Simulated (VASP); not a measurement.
Here is a VASP 6.6.1 calculation.

The input POSCAR:

```
KTaO3
1.0
    3.9087285897      0.0000000000      0.0000000000
    0.0000000000      3.9087285897      0.0000000000
    0.0000000000      0.0000000000      3.9087285897
K Ta O
1 1 3
Direct
    0.5000000000      0.5000000000      0.5000000000
    0.0000000000      0.0000000000      0.0000000000
    0.5000000000      0.0000000000      0.0000000000
    0.0000000000      0.5000000000      0.0000000000
    0.0000000000      0.0000000000      0.5000000000
```

File INCAR.step1:

```
SYSTEM = KTaO3
  PREC = Accurate
  ENCUT = 520
  ISMEAR = 0
  SIGMA = 0.02
  LREAL = .False.
  LASPH = .True.
  NELM = 60
  NBANDS = 27
  GGA = PE
  ALGO = Normal
  EDIFF = 1E-4
  LWAVE = .True.
  LCHARG = .False.
```

File INCAR.step2:

```
SYSTEM = KTaO3
  PREC = Accurate
  ENCUT = 520
  EDIFF = 1E-6
  ISMEAR = 0
  SIGMA = 0.02
  LREAL = .False.
  LASPH = .True.
  NELM = 60
  ALGO = Normal
  ISIF = 2
  LWAVE = .False.
  LCHARG = .True.
  METAGGA = R2SCAN
  LMIXTAU = .True.
  LELF = .True.
  LVHAR = .True.
  NBANDS = 27
  ISTART = 1
```

File KPOINTS:

```
Automatic mesh
0
Gamma
  6 6 6
  0 0 0
```

Potentials or basis: VASP PAW PBE potentials, release 64 (K_sv, Ta_pv, O).

Command:

```sh
$ cat potpaw_PBE.64/K_sv/POTCAR potpaw_PBE.64/Ta_pv/POTCAR potpaw_PBE.64/O/POTCAR > POTCAR
$ cp INCAR.step1 INCAR
$ mpirun -np 1 vasp_std > vasp.out
$ cp INCAR.step2 INCAR
$ mpirun -np 1 vasp_std > vasp.out
```

Q: Predict the band gap on the k mesh.

A: 2.75 eV (least direct gap 3.37 eV).

Q: Estimate the pressure.

A: 16.1 GPa.

Caveat: the cell stands under pressure; the PAW data sets were made with another functional, which shifts forces and pressure a little; spin-orbit coupling is left out, which moves the levels of the heavy elements. r2SCAN opens gaps a little over a GGA but as a rule still falls short of measured ones.
